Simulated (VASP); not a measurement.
A run of VASP 6.6.1 is set up as follows.

File INCAR:

```
SYSTEM = Si
PREC     = Accurate       ! precision mode
ENCUT    = 520            ! plane-wave cutoff, eV
EDIFF    = 1E-7           ! SCF threshold, eV
ISMEAR   = 0              ! smearing method
SIGMA    = 0.02           ! smearing width, eV
LREAL    = .False.        ! projectors in reciprocal space
LASPH    = .True.         ! aspherical terms in the spheres
NELM     = 80             ! most SCF steps
ALGO     = Normal         ! electronic algorithm
ISIF     = 2              ! what is computed and relaxed
LWAVE    = .False.        ! write WAVECAR
LCHARG   = .False.        ! write CHGCAR
NBANDS   = 16             ! bands
```

KPOINTS

```
regular mesh
0
Gamma
  9 9 6
  0 0 0
```

File POSCAR:

```
Si
1.0
    3.8021855388      0.0000000000      0.0000000000
   -1.9010927694      3.2927892665      0.0000000000
    0.0000000000      0.0000000000      6.2884070556
Si
4
Direct
    0.3333333333      0.6666666667      0.0000170854
    0.6666666667      0.3333333333      0.5000170854
    0.3333333333      0.6666666667      0.3739829146
    0.6666666667      0.3333333333      0.8739829146
```

Potentials or basis: VASP PAW LDA potentials, release 64 (Si).

Launch:

```console
$ cat potpaw_LDA.64/Si/POTCAR > POTCAR
$ mpirun -np 1 vasp_std > vasp.out
```

(1) Estimate the band gap on the k mesh.

(2) What does it give for the pressure?

## Answers

(1) 0.31 eV, indirect (least direct gap 0.99 eV).

(2) 0.1 GPa.
